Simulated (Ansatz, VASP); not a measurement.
GaBiSe2 in VASP and in Ansatz

```xyz
4
Lattice="5.2922 0.0000 0.0000 0.0000 5.2922 0.0000 0.0000 0.0000 3.1033" Properties=species:S:1:pos:R:3 pbc="T T T"
Ga    0.0000    0.0000    0.0000
Bi    2.6461    2.6461    1.5517
Se    2.6461    0.0000    0.0000
Se    0.0000    2.6461    0.0000
```

Alike in both runs: task relaxation of cell and atoms; functional PBE; k mesh 4 × 4 × 6; occupations gaussian, width 0.1 eV; no spin polarisation.

|  | VASP | Ansatz |
| --- | --- | --- |
| version | VASP 6.6.1 | Ansatz 0.2.0 |
| potentials or method | VASP PAW PBE potentials, release 64 (Ga_d, Bi_d, Se), cutoff 600 eV | scalar-relativistic, plane waves, PAW |
| valence electrons in the cell | 40 | 60 |

Ansatz gave:

- gap on the k mesh at the Fermi level, each at its own relaxed structure (eV): none
- relaxed volume (Å³/atom): 25.81
- relaxed cell length with the largest relative difference (Å): 3.794

Task: Which values does VASP return?

Result: gap on the k mesh at the Fermi level, each at its own relaxed structure (eV): none; relaxed volume (Å³/atom): 25.84; relaxed cell length with the largest relative difference (Å): 3.796.

A gap of «none» marks a metal or a gap that the smearing closes. VASP's potentials hold 40 valence electrons a cell and Ansatz's 60, so a difference there can come from the potentials and not from the codes.

Neither program's run includes spin-orbit coupling. Noted on VASP's run: the volume moved by over 15 % at a fixed basis, so the end points are rough.
